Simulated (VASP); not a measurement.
## TiAu: single point with LDA

The system is TiAu.

```
CELL_PARAMETERS angstrom
3.25400 0.00000 0.00000
0.00000 3.25400 0.00000
0.00000 0.00000 3.25400
ATOMIC_POSITIONS crystal
Ti 0.51500 0.50000 0.50000
Au 0.00000 0.00000 0.00000
```

```
Program             : VASP 6.6.1
Task                : single point
Functional          : LDA
Potentials or basis : VASP PAW LDA potentials, release 64 (Ti_sv, Au)
Cutoff              : 520 eV
k mesh              : 5 × 5 × 5
Occupations         : methfessel-paxton, width 0.1 eV
Spin                : no spin polarisation
```

| Property | Result |
| --- | --- |
| Pressure | -8.9 GPa |
| Largest force | 0.112 eV/Å |

Forces on the atoms (eV/Å):
```
Ti  -0.112  0.000  0.000
Au   0.112  0.000  0.000
```

Levels at points of the mesh, in eV from the Fermi level:
| k point | band 9 | band 10 | band 11 | band 12 | band 13 | band 14 | band 15 | band 16 |
| --- | --- | --- | --- | --- | --- | --- | --- | --- |
| (0.00, 0.00, 0.00) | -4.36 | -4.36 | 0.25 | 0.27 | 1.91 | 1.91 | 1.92 | 6.72 |

Wall time 6.8 s on 1 thread of Intel(R) Xeon(R) Platinum 8259CL CPU @ 2.50GHz (Skylake/Cascade Lake), on a shared host, peak memory 0.13 GiB.

Caveat: the k points lie up to 0.39 Å⁻¹ apart; spin-orbit coupling is left out, which moves the levels of the heavy elements.
